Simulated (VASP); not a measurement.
Write the native input for VASP 6.6.1 that does the following.

- Task: single point
- Functional: PBE
- Potentials or basis: VASP PAW PBE potentials, release 64 (Zn, Se)
- Cutoff: 500 eV
- k mesh: 8 × 8 × 8
- Occupations: fermi-dirac, width 0.02 eV
- Spin: no spin polarisation
- Dipole correction: no
- Further INCAR settings: ALGO = Normal; EDIFF = 1e-06; NBANDS = 16

The structure of ZnSe lies in POSCAR:

```
ZnSe
1.0
    0.0000000000      2.8324206805      2.8094780730
    2.8324206805      0.0000000000      2.8094780730
    2.8324206805      2.8324206805      0.0000000000
Zn Se
1 1
Direct
    0.0000000000      0.0000000000      0.0000000000
    0.2500000000      0.2500000000      0.2500000000
```

This cell differs from its parent crystal: uniaxial z strain -0.8%.

One way to write it, as run:

INCAR

```
ALGO     = Normal         # electronic algorithm
EDIFF    = 1E-6           # SCF threshold, eV
ENCUT    = 500            # plane-wave cutoff, eV
GGA      = PE             # functional
GGA_COMPAT= F            
ISIF     = 2              # what is computed and relaxed
ISMEAR   = -1             # smearing method
LASPH    = T              # aspherical terms in the spheres
LCHARG   = F              # write CHGCAR
LREAL    = F              # projectors in reciprocal space
LWAVE    = F              # write WAVECAR
NBANDS   = 16             # bands
NELM     = 120            # most SCF steps
PREC     = Accurate       # precision mode
SIGMA    = 0.02           # smearing width, eV
```

KPOINTS

```
k-points
0
Gamma
  8 8 8
```

Potentials or basis: VASP PAW PBE potentials, release 64 (Zn, Se).

Launch:

```bash
$ cat potpaw_PBE.64/Zn/POTCAR potpaw_PBE.64/Se/POTCAR > POTCAR
$ mpirun -np 1 vasp_std > vasp.out
```

Results of the run:

```
Pressure               : 3.0 GPa
Band gap on the k mesh : 1.31 eV, direct
```

Caveat: the cell differs from its parent crystal (uniaxial z strain -0.8%).

Wall time 24 s on 1 thread of Intel(R) Xeon(R) Platinum 8559C (Emerald Rapids) (shared host), peak memory 0.19 GiB.
